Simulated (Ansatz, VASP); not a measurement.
**One calculation of Mg, two programs**

```xyz
2
Lattice="3.1438 0.0000 0.0000 -1.5719 2.7226 0.0000 0.0000 0.0000 5.1040" Properties=species:S:1:pos:R:3 pbc="T T T"
Mg    0.0000    1.8150    1.2760
Mg    1.5719    0.9075    3.8280
```

Change from the starting cell: volume scaled by 0.94, PAW files.

Alike in both runs: task electric field gradients; functional PBEsol; k mesh 12 × 12 × 7; occupations fermi-dirac, width 0.08 eV; no spin polarisation.

```csv
,VASP,Ansatz
version,VASP 6.6.1,Ansatz 0.2.0
potentials or method,"VASP PAW PBE potentials, release 64 (Mg)","PAW with Ansatz's default frozen-core files, scalar-relativistic"
plane-wave cutoff (eV),520,420
valence electrons in the cell,4,20
```

Ansatz gave:

| Quantity | Value |
| --- | --- |
| pressure (GPa) | 1.2 |
| traceless stress, the component that is largest in VASP (GPa) | -0.57 |
| size of Vzz on the site where it differs most (V/Å²) | 1.1 |

Problem. Estimate VASP's values.

Solution. Pressure (GPa): 1.2; traceless stress, the component that is largest in VASP (GPa): -0.57; size of Vzz on the site where it differs most (V/Å²): 1.0.

VASP's potentials were made for PBE, not for PBEsol. The functional is the same, so the differences come from potentials, cutoffs and numerics. VASP's potentials hold 4 valence electrons a cell and Ansatz's 20, so a difference there can come from the potentials and not from the codes.
